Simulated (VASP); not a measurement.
# Sn (Fd-3m) in VASP: notebook, part 2 of 2

VASP 6.6.1. Earlier steps stand in the parts before.

### Step 4. Relaxation of cell and atoms, LDA

This run uses another cell than the first one, of 33.80 Å³/atom.

INCAR reads:

```
SYSTEM = Sn
  PREC = Accurate
  ENCUT = 500
  EDIFF = 1E-7
  ISMEAR = -1
  SIGMA = 0.1
  LREAL = .False.
  LASPH = .True.
  NELM = 120
  ALGO = Normal
  ISIF = 3
  LWAVE = .False.
  LCHARG = .False.
  GGA = CA
  IBRION = 2
  NSW = 80
  EDIFFG = -0.01
  GGA_COMPAT = .False.
  NELMIN = 4
```

KPOINTS reads:

```
Automatic mesh
0
Gamma
  6 6 6
  0 0 0
```

POSCAR reads:

```
Sn
1.0
    0.0000000000      3.2333450000      3.2333450000
    3.2333450000      0.0000000000      3.2333450000
    3.2333450000      3.2333450000      0.0000000000
Sn
2
Direct
    0.5000000000      0.5000000000      0.5000000000
    0.7500000000      0.7500000000      0.7500000000
```

Potentials or basis: VASP PAW LDA potentials, release 64 (Sn_d).

Command:

```
$ cat potpaw_LDA.64/Sn_d/POTCAR > POTCAR
$ mpirun -np 1 vasp_std > vasp.out
```

OUTCAR:

```text
SYSTEM = Sn
   PREC = Accurate
   ENCUT = 500
   EDIFF = 1E-7
   ISMEAR = -1
   LREAL = .False.
   LASPH = .True.
   NELM = 120
   ISIF = 3
   GGA = CA
   IBRION = 2
   NSW = 80
   EDIFFG = -0.01
   NELMIN = 4

 ion  position               nearest neighbor table
   1  0.500  0.500  0.500-   2 2.80   2 2.80   2 2.80   2 2.80
   2  0.750  0.750  0.750-   1 2.80   1 2.80   1 2.80   1 2.80

  LATTYP: Found a face centered cubic cell.
 ALAT       =     6.4666900000

  Lattice vectors:

 A1 = (   0.0000000000,   3.2333450000,   3.2333450000)
 A2 = (   3.2333450000,   0.0000000000,   3.2333450000)
 A3 = (   3.2333450000,   3.2333450000,   0.0000000000)

[... 174 lines left out ...]
  --------------------------------------------------------------------------------------
  -------------------------------------------------------------------------------------
  Total        0.1108022      0.1108022      0.1108022      0.0000000      0.0000000      0.0000000
  in kB        2.6258677      2.6258677      2.6258677      0.0000000      0.0000000      0.0000000
  external PRESSURE =       2.6258677 kB  Pullay stress =       0.0000000 kB
[... 59 lines left out ...]
--------------------------------------- Ionic step        3  -------------------------------------------

 number of electron      28.0000005 magnetization

 Free energy of the ion-electron system (eV)
  ---------------------------------------------------
  ext. energy  EPLUGINS =         0.00000000
  ---------------------------------------------------
  free energy    TOTEN  =        -8.91134202 eV

  energy without entropy =       -8.89978601  energy(sigma->0) =       -8.90556401

 E-fermi :   5.3122     XC(G=0):  -9.2103

 val. band max:        5.0580732535   @ k =   0.1667   0.0000   0.0000
 cond. band min:       5.3244131464   @ k =   0.5000   0.0000   0.0000
 fundamental gap:      0.2663398930
 Fermi energy:         5.3122056744

 k-point     1 :       0.0000    0.0000    0.0000
  band No.  band energies     occupation
      1     -16.2008      2.00000
      2     -16.2008      2.00000
      3     -16.2008      2.00000
      4     -16.1387      2.00000
      5     -16.1387      2.00000
      6     -15.8228      2.00000
[... 354 lines left out ...]
  FREE ENERGIE OF THE ION-ELECTRON SYSTEM (eV)
  ---------------------------------------------------
  free  energy   TOTEN  =        -8.9113420158 eV

  energy  without entropy=       -8.8997860089  energy(sigma->0) =       -8.90556401

 reached required accuracy - stopping structural energy minimisation
```

OSZICAR:

```text
N       E                     dE             d eps       ncg     rms          rms(c)
DAV:   1     0.210712498930E+03    0.21071E+03   -0.14916E+04   576   0.224E+03
DAV:   2     0.114652490750E+02   -0.19925E+03   -0.19635E+03   576   0.443E+02
DAV:   3    -0.840600713611E+01   -0.19871E+02   -0.19800E+02   650   0.148E+02
[... 23 lines left out ...]
DAV:   3    -0.891135216602E+01    0.17597E-03   -0.54166E-04   750   0.395E-01    0.106E-02
DAV:   4    -0.891134286981E+01    0.92962E-05   -0.22775E-05   626   0.634E-02    0.278E-03
DAV:   5    -0.891134214565E+01    0.72416E-06   -0.12296E-06   726   0.127E-02    0.129E-03
DAV:   6    -0.891134202525E+01    0.12040E-06   -0.11977E-07   304   0.493E-03    0.572E-04
DAV:   7    -0.891134201584E+01    0.94083E-08   -0.19038E-08   294   0.138E-03
   3 F= -.89113420E+01 E0= -.89055640E+01  d E =-.354905E-03
```

Wall time 49 s (1 thread of Intel Xeon 8259CL, shared host); peak memory 0.18 GiB.

What came out:

```yaml
Free_energy: -8.9113 eV
Relaxed_volume: 34.02 Å³/atom
Relaxed_cell: a = 4.582 Å, b = 4.582 Å, c = 4.582 Å, α = 60.00°, β = 60.00°, γ = 60.00°
Space_group_after_relaxing_to_0.1_Å: Fd-3m (No. 227)
Energy_gained_by_relaxing: 0.2 meV/atom
Ionic_steps: 3
Pressure_after_relaxing: 0.0 GPa
Band_gap_on_the_k_mesh: zero (bands 14 and 15 overlap by 0.18 eV)
```

Step by step:
| step | energy change (eV) | largest force (eV/Å) | pressure (GPa) | volume (Å³) |
| --- | --- | --- | --- | --- |
| 1 | 0.0000 | 0.0000 | 0.26 | 67.61 |
| 2 | -0.0003 | 0.0000 | -0.08 | 68.15 |
| 3 | -0.0004 | 0.0000 | 0.00 | 68.03 |

Final structure:
```
CELL_PARAMETERS angstrom
0.00000 3.24009 3.24009
3.24009 0.00000 3.24009
3.24009 3.24009 0.00000
ATOMIC_POSITIONS crystal
Sn 0.50000 0.50000 0.50000
Sn 0.75000 0.75000 0.75000
```

Levels at points of the mesh, in eV from the Fermi level:
```tsv
k point	band 12	band 13	band 14	band 15	band 16	band 17
(0.00, 0.00, 0.00)	-0.66	0.19	0.19	0.19	2.25	2.25
(0.50, 0.00, 0.00)	-6.25	-1.02	-1.02	0.01	3.33	3.33
(0.50, 0.50, 0.00)	-7.47	-2.37	-2.37	0.86	0.86	7.78
```

Caveat: spin-orbit coupling is left out, which moves the levels of the heavy elements.

### Step 5. Relaxation of cell and atoms, LDA, target pressure 2 GPa, at which the enthalpy is minimised

This run uses another cell than the first one, of 33.80 Å³/atom.

INCAR reads:

```
PREC = Accurate
ENCUT = 500
EDIFF = 1E-7
ISMEAR = -1
SIGMA = 0.1
LREAL = False
LASPH = True
NELM = 120
ALGO = Normal
ISIF = 3
LWAVE = False
LCHARG = False
GGA = CA
IBRION = 2
NSW = 80
EDIFFG = -0.01
PSTRESS = 20.0
GGA_COMPAT = False
NELMIN = 4
```

KPOINTS reads:

```
regular mesh
0
Gamma
  6 6 6
```

POSCAR is that of step 4.

Command:

```
$ cat potpaw_LDA.64/Sn_d/POTCAR > POTCAR
$ mpirun -np 1 vasp_std > vasp.out
```

Run time: 59 s. Hardware: 1 thread of Intel Xeon 8259CL, shared host; peak memory 0.18 GiB.

The run converged. Its results:

```
Free energy                                                : -8.8952 eV
Relaxed volume                                             : 32.66 Å³/atom
Relaxed cell                                               : a = 4.520 Å, b = 4.520 Å, c = 4.520 Å, α = 60.00°, β = 60.00°, γ = 60.00°
Space group after relaxing (to 0.1 Å)                      : Fd-3m (No. 227)
Energy change on relaxing (the run minimises the enthalpy) : +7.9 meV/atom
Ionic steps                                                : 3
Pressure after relaxing                                    : 2.0 GPa
Band gap on the k mesh                                     : zero (bands 14 and 15 overlap by 0.10 eV)
```

The path:
```csv
step,energy change (eV),largest force (eV/Å),pressure (GPa),volume (Å³)
1,0.0000,0.0000,0.26,67.61
2,0.0352,0.0000,3.06,64.08
3,0.0158,0.0000,2.00,65.31
```

Final structure:
```cif
data_structure
_symmetry_space_group_name_H-M 'P 1'
_symmetry_Int_Tables_number 1
_cell_length_a 4.5204
_cell_length_b 4.5204
_cell_length_c 4.5204
_cell_angle_alpha 60.000
_cell_angle_beta 60.000
_cell_angle_gamma 60.000
_cell_volume 65.31
loop_
_atom_site_label
_atom_site_type_symbol
_atom_site_fract_x
_atom_site_fract_y
_atom_site_fract_z
_atom_site_occupancy
Sn1 Sn 0.50000 0.50000 0.50000 1
Sn2 Sn 0.75000 0.75000 0.75000 1
```

Levels at points of the mesh, in eV from the Fermi level:
```
           k point  band 12  band 13  band 14  band 15  band 16  band 17
(0.00, 0.00, 0.00)    -0.41     0.15     0.15     0.15     2.22     2.22
(0.50, 0.00, 0.00)    -6.45    -1.12    -1.12     0.06     3.30     3.30
(0.50, 0.50, 0.00)    -7.65    -2.55    -2.55     0.77     0.77     8.01
```

Caveat: the cell is relaxed towards a set pressure, so the run minimises the enthalpy, not the energy; spin-orbit coupling is left out, which moves the levels of the heavy elements.

### Step 6. Relaxation of cell and atoms, LDA, target pressure 4 GPa, at which the enthalpy is minimised

This run uses another cell than the first one, of 33.80 Å³/atom.

INCAR reads:

```
SYSTEM = Sn
PREC = Accurate
ENCUT = 500
EDIFF = 1E-7
ISMEAR = -1
SIGMA = 0.1
LREAL = .FALSE.
LASPH = .TRUE.
NELM = 120
ALGO = Normal
ISIF = 3
LWAVE = .FALSE.
LCHARG = .FALSE.
GGA = CA
IBRION = 2
NSW = 80
EDIFFG = -0.01
PSTRESS = 40.0
GGA_COMPAT = .FALSE.
NELMIN = 4
```

KPOINTS reads:

```
Automatic mesh
0
G
  6 6 6
  0 0 0
```

POSCAR is that of step 5.

Potentials or basis: VASP PAW LDA potentials, release 64 (Sn_d).

Command:

```
$ cat potpaw_LDA.64/Sn_d/POTCAR > POTCAR
$ mpirun -np 1 vasp_std > vasp.out
```

Wall time 84 s (1 thread of Intel Xeon 8259CL, shared host); peak memory 0.18 GiB.

It converged, with:

| Item | Value |
| --- | --- |
| Free energy | -8.8549 eV |
| Relaxed volume | 31.56 Å³/atom |
| Relaxed cell | a = 4.469 Å, b = 4.469 Å, c = 4.469 Å, α = 60.00°, β = 60.00°, γ = 60.00° |
| Space group after relaxing (to 0.1 Å) | Fd-3m (No. 227) |
| Energy change on relaxing (the run minimises the enthalpy) | +28.1 meV/atom |
| Ionic steps | 3 |
| Pressure after relaxing | 4.0 GPa |
| Band gap on the k mesh | zero (bands 14 and 15 overlap by 0.02 eV) |

Step by step:
```csv
step,energy change (eV),largest force (eV/Å),pressure (GPa),volume (Å³)
1,0.0000,0.0000,0.26,67.61
2,0.1585,0.0000,7.27,60.18
3,0.0561,0.0000,3.98,63.13
```

Final structure:
```
Sn
1.0
     0.00000    3.16034    3.16034
     3.16034    0.00000    3.16034
     3.16034    3.16034    0.00000
Sn
2
Cartesian
  3.1603 3.1603 3.1603
  4.7405 4.7405 4.7405
```

Levels at points of the mesh, in eV from the Fermi level:
| k point | band 10 | band 11 | band 12 | band 13 | band 14 | band 15 | band 16 | band 17 | band 18 |
| --- | --- | --- | --- | --- | --- | --- | --- | --- | --- |
| (0.00, 0.00, 0.00) | -21.29 | -11.18 | -0.21 | 0.11 | 0.11 | 0.11 | 2.17 | 2.17 | 2.17 |
| (0.50, 0.00, 0.00) | -21.24 | -9.39 | -6.64 | -1.22 | -1.22 | 0.09 | 3.27 | 3.27 | 5.48 |
| (0.50, 0.50, 0.00) | -21.21 | -7.82 | -7.82 | -2.71 | -2.71 | 0.69 | 0.69 | 8.19 | 8.19 |

Caveat: the cell is relaxed towards a set pressure, so the run minimises the enthalpy, not the energy; spin-orbit coupling is left out, which moves the levels of the heavy elements.

### Step 7. Summary

```csv
task,cell,gap on the mesh (eV),pressure (GPa)
single point,"a = 4.520 Å, angles 60.0°, 2 atoms",none,2.0
single point,"a = 4.581 Å, angles 60.0°, 2 atoms",none,0.0
relaxation of cell and atoms,"relaxed from a = 4.573 Å, angles 60.0°, 2 atoms",none,0.0
relaxation of cell and atoms,"relaxed to 2 GPa from a = 4.573 Å, angles 60.0°, 2 atoms",none,2.0
relaxation of cell and atoms,"relaxed to 4 GPa from a = 4.573 Å, angles 60.0°, 2 atoms",none,4.0
```

Alike in all rows: level LDA; potentials or basis VASP PAW LDA potentials, release 64 (Sn_d); no spin polarisation; k mesh 6 × 6 × 6; cutoff (eV) 500; smearing fermi-dirac 0.1 eV.

Caveats: spin-orbit coupling is left out, which moves the levels of the heavy elements; the cell is relaxed towards a set pressure, so the run minimises the enthalpy, not the energy (at least some runs).

Total energies depend on the potentials used, so only differences within one code and one set of settings carry meaning.

The gap in the log of VASP goes by the Fermi energy; the results here count the filled bands.